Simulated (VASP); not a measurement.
# Sb2Pt (Pnnm) in VASP: single point with PBE

Aim: the single point of Sb2Pt with PBE.

Program: VASP 6.6.1. These are calculated values, not measurements. Logs are shortened: lines on timing, memory, paths and dates and some standing lists are left out, and cuts for length are marked.

## 1. The cell of the first run

It takes space group Pnnm (No. 58, orthorhombic). The conventional cell has a = 5.160 Å, b = 6.297 Å, c = 3.931 Å, α = 90.00°, β = 90.00°, γ = 90.00°. Sb (site symmetry m) has 12 Sb at 2.57 to 3.93 Å and 6 Pt at 2.60 to 4.18 Å within 4.2 Å. Within 3.4 Å of Pt (site symmetry 2/m) lie 6 Sb at 2.60 to 2.61 Å.

## 2. Single point, PBE

INCAR reads:

```
SYSTEM = Sb2Pt
PREC = Accurate
ENCUT = 500
EDIFF = 1E-6
ISMEAR = 0
SIGMA = 0.1
LREAL = .FALSE.
LASPH = .TRUE.
NELM = 120
ALGO = Normal
ISIF = 2
LWAVE = .FALSE.
LCHARG = .TRUE.
GGA = PE
LELF = .TRUE.
LVHAR = .TRUE.
NBANDS = 57
GGA_COMPAT = .FALSE.
```

KPOINTS reads:

```
regular mesh
0
G
  4 4 4
  0 0 0
```

POSCAR reads:

```
Sb2Pt
1.0
    5.1595834207      0.0000000000      0.0000000000
    0.0000000000      6.2972317473      0.0000000000
    0.0000000000      0.0000000000      3.9311554012
Sb Pt
4 2
Direct
    0.2004000000      0.3787000000      0.0000000000
    0.7996000000      0.6213000000      0.0000000000
    0.7004000000      0.1213000000      0.5000000000
    0.2996000000      0.8787000000      0.5000000000
    0.0000000000      0.0000000000      0.0000000000
    0.5000000000      0.5000000000      0.5000000000
```

Potentials or basis: VASP PAW PBE potentials, release 64 (Sb_d_GW, Pt_sv_GW).

Started as:

```console
$ cat potpaw_PBE.64/Sb_d_GW/POTCAR potpaw_PBE.64/Pt_sv_GW/POTCAR > POTCAR
$ mpirun -np 1 vasp_std > vasp.out
```

OUTCAR:

```text
SYSTEM = Sb2Pt
   PREC = Accurate
   ENCUT = 500
   EDIFF = 1E-6
   ISMEAR = 0
   LREAL = .FALSE.
   LASPH = .TRUE.
   NELM = 120
   ISIF = 2
   GGA = PE

 ion  position               nearest neighbor table
   1  0.200  0.379  0.000-   2 2.57   5 2.60   6 2.61   6 2.61
   2  0.800  0.621  0.000-   1 2.57   5 2.60   6 2.61   6 2.61
   3  0.700  0.121  0.500-   4 2.57   6 2.60   5 2.61   5 2.61
   4  0.300  0.879  0.500-   3 2.57   6 2.60   5 2.61   5 2.61
   5  0.000  0.000  0.000-   1 2.60   2 2.60   3 2.61   4 2.61   3 2.61   4 2.61
   6  0.500  0.500  0.500-   3 2.60   4 2.60   1 2.61   2 2.61   1 2.61   2 2.61

  LATTYP: Found a simple orthorhombic cell.
 ALAT       =     3.9311554012
 B/A-ratio  =     1.3124852350
 C/A-ratio  =     1.6018781006

  Lattice vectors:

 A1 = (   0.0000000000,   0.0000000000,   3.9311554012)
 A2 = (   5.1595834207,   0.0000000000,   0.0000000000)
 A3 = (   0.0000000000,   6.2972317473,   0.0000000000)

Analysis of symmetry for initial positions (statically):
=====================================================================
 Subroutine PRICEL returns:
 Original cell was already a primitive cell.

 Routine SETGRP: Setting up the symmetry group for a
 simple orthorhombic supercell.

 Subroutine GETGRP returns: Found  8 space group operations
 (whereof  4 operations were pure point group operations)
 out of a pool of  8 trial point group operations.

The static configuration has the point symmetry C_2h.
 The point group associated with its full space group is D_2h.

Analysis of symmetry for dynamics (positions and initial velocities):
=====================================================================
 Subroutine PRICEL returns:
 Original cell was already a primitive cell.

 Routine SETGRP: Setting up the symmetry group for a
 simple orthorhombic supercell.

 Subroutine GETGRP returns: Found  8 space group operations
 (whereof  4 operations were pure point group operations)
 out of a pool of  8 trial point group operations.

The dynamic configuration has the point symmetry C_2h.
 The point group associated with its full space group is D_2h.

 Subroutine INISYM returns: Found  8 space group operations
 (whereof  4 operations are pure point group operations),
 and found     1 'primitive' translations

----------------------------------------------------------------------------------------

                                     Primitive cell
[... 95 lines left out ...]
   LSORBIT =      F    spin-orbit coupling
   LASPH  =      T    aspherical Exc in radial PAW
   ENCUT  =  500.0 eV  36.75 Ry    6.06 a.u.   9.41 11.48  7.17*2*pi/ulx,y,z
   NELM   =    120;   NELMIN=  2; NELMDL= -5     # of ELM steps
   EDIFF  = 0.1E-05   stopping-criterion for ELM
   LREAL  =      F    real-space projection
[... 7 lines left out ...]
   TEBEG  =    0.0;   TEEND  =   0.0 temperature during run
   PSTRESS=    0.0 pullay stress
   NELECT =      96.0000    total number of electrons
   NUPDOWN=      -1.0000    fix difference up-down
   EMIN   =  10.00;   EMAX   =-10.00  energy-range for DOS
   EFERMI =   0.00;   METHOD = LEGACY
   ISMEAR =     0;   SIGMA  =   0.10  broadening in eV -4-tet -1-fermi 0-gaus
   EFERMI_NEDOS =   21; number of points for ismear=-14 and -15
   IALGO  =     38    algorithm
   IMIX   =      4    mixing-type and parameters
     AMIX     =   0.40;   BMIX     =  1.00
     AMIX_MAG =   1.60;   BMIX_MAG =  1.00
  volume/ion in A,a.u.               =      21.29       143.66
  Fermi-wavevector in a.u.,A,eV,Ry     =   1.488460  2.812781 30.143873  2.215512
  Thomas-Fermi vector in A             =   2.601492
   LORBIT       =      0    0 simple, 1 ext, 2 COOP (PROOUT), +10 PAW based schemes
   GGA     = PE    functional components
   LHFCALC =     F    Hartree Fock is set to
   AEXX    =    0.0000 exact exchange contribution
   IVDW    =     0    specifies the selected vdW correction
   LEPSILON=     F    determine dielectric tensor
   LRPA    =     F    only Hartree local field effects (RPA)
 non-spin polarized calculation
 Gauss-broadening in eV      SIGMA  =   0.10
  energy-cutoff  :      500.00
  volume of cell :      127.73
 maximum number of plane-waves:      3264
 NGX is ok and might be reduce to    40
   NGX = 19   NGY = 23   NGZ = 15

 number of electron      95.9999985 magnetization

 Free energy of the ion-electron system (eV)
  ---------------------------------------------------
  ext. energy  EPLUGINS =         0.00000000
  ---------------------------------------------------
  free energy    TOTEN  =       -30.16055224 eV

  energy without entropy =      -30.15285448  energy(sigma->0) =      -30.15670336

 E-fermi :   8.6671     XC(G=0): -11.6181

 val. band max:        8.6494571167   @ k =   0.2500   0.2500   0.0000
 cond. band min:       8.6793165737   @ k =   0.0000   0.2500   0.5000
 fundamental gap:      0.0298594571
 Fermi energy:         8.6670916079

 k-point     1 :       0.0000    0.0000    0.0000
  band No.  band energies     occupation
      1     -91.2367      2.00000
      2     -91.2366      2.00000
      3     -45.4721      2.00000
      4     -45.4712      2.00000
      5     -45.4408      2.00000
      6     -45.4407      2.00000
[... 1429 lines left out ...]
     56      14.1706      0.00000
     57      14.7326      0.00000

 [... further k-points ...]

------------------------ aborting loop because EDIFF is reached ----------------------------------------

  FORCE on cell =-STRESS in cart. coord.  units (eV):
  Direction    XX          YY          ZZ          XY          YZ          ZX
  --------------------------------------------------------------------------------------
  -------------------------------------------------------------------------------------
  Total       17.0542924     14.5877865     13.4736062      0.0000000      0.0000000      0.0000000
  in kB      213.9241235    182.9849843    169.0090280      0.0000000      0.0000000      0.0000000
  external PRESSURE =     188.6393786 kB  Pullay stress =       0.0000000 kB

 VOLUME and BASIS-vectors are now :
 -----------------------------------------------------------------------------
  energy-cutoff  :      500.00
  volume of cell :      127.73
      direct lattice vectors                 reciprocal lattice vectors
     5.159583421  0.000000000  0.000000000     0.193814097  0.000000000  0.000000000
     0.000000000  6.297231747  0.000000000     0.000000000  0.158799936  0.000000000
     0.000000000  0.000000000  3.931155401     0.000000000  0.000000000  0.254378140

 POSITION                                       TOTAL-FORCE (eV/Angst)
 -----------------------------------------------------------------------------------
      1.03398      2.38476      0.00000         1.580715     -1.352708      0.000000
      4.12560      3.91247      0.00000        -1.580715      1.352708     -0.000000
      3.61377      0.76385      1.96558         1.580715      1.352708      0.000000
      1.54581      5.53338      1.96558        -1.580715     -1.352708     -0.000000
      0.00000      0.00000      0.00000         0.000000      0.000000      0.000000
      2.57979      3.14862      1.96558         0.000000      0.000000      0.000000
 -----------------------------------------------------------------------------------
    total drift:                               -0.000000      0.000000     -0.000000

  FREE ENERGIE OF THE ION-ELECTRON SYSTEM (eV)
  ---------------------------------------------------
  free  energy   TOTEN  =       -30.1605522383 eV

  energy  without entropy=      -30.1528544811  energy(sigma->0) =      -30.15670336
```

It took 5.8 min on 1 thread of Intel Xeon Platinum 8259CL at 2.50GHz (Skylake/Cascade Lake), shared host; peak memory 0.33 GiB.

Results:

* Free energy: -30.1606 eV
* Pressure: 18.9 GPa
* Largest force: 2.080 eV/Å
* Band gap on the k mesh: zero (bands 48 and 49 overlap by 1.24 eV)

Forces on the atoms (eV/Å):
```
Sb   1.581 -1.353  0.000
Sb  -1.581  1.353  0.000
Sb   1.581  1.353  0.000
Sb  -1.581 -1.353  0.000
Pt   0.000  0.000  0.000
Pt   0.000  0.000  0.000
```

Caveat: the k points lie up to 0.40 Å⁻¹ apart, too coarse for converged energies and pressures of a metal; spin-orbit coupling is left out, which moves the levels of the heavy elements; forces of over 1 eV/Å act on the atoms, so gaps and moduli don't describe the material at rest.
